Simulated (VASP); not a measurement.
Here is a VASP 6.6.1 calculation.

INCAR

```
SYSTEM = RbCl
PREC = Accurate
ENCUT = 500
EDIFF = 1E-6
ISMEAR = 0
SIGMA = 0.02
LREAL = .FALSE.
LASPH = .TRUE.
NELM = 120
ALGO = Normal
ISIF = 2
LWAVE = .FALSE.
LCHARG = .TRUE.
GGA = PS
LELF = .TRUE.
LVHAR = .TRUE.
NBANDS = 15
GGA_COMPAT = .FALSE.
```

Contents of KPOINTS:

```
regular mesh
0
G
  6 6 6
  0 0 0
```

File POSCAR:

```
RbCl
1.0
    0.0000000000      3.4828984809      3.4828984809
    3.4828984809      0.0000000000      3.4828984809
    3.4828984809      3.4828984809      0.0000000000
Rb Cl
1 1
Direct
    0.0000000000      0.0000000000      0.0000000000
    0.5000000000      0.5000000000      0.5000000000
```

Potentials or basis: VASP PAW PBE potentials, release 64 (Rb_sv, Cl).

Run with:

```bash
$ cat potpaw_PBE.64/Rb_sv/POTCAR potpaw_PBE.64/Cl/POTCAR > POTCAR
$ mpirun -np 1 vasp_std > vasp.out
```

**Question.** What does it give for the band gap on the k mesh?

**Answer.** 4.40 eV, direct.

**Question.** Estimate the pressure.

**Answer.** -1.9 GPa.

Caveat: the cell differs from its parent crystal (Br replaced by Cl, lengths x 0.968, strained); the PAW data sets were made with another functional, which shifts forces and pressure a little.
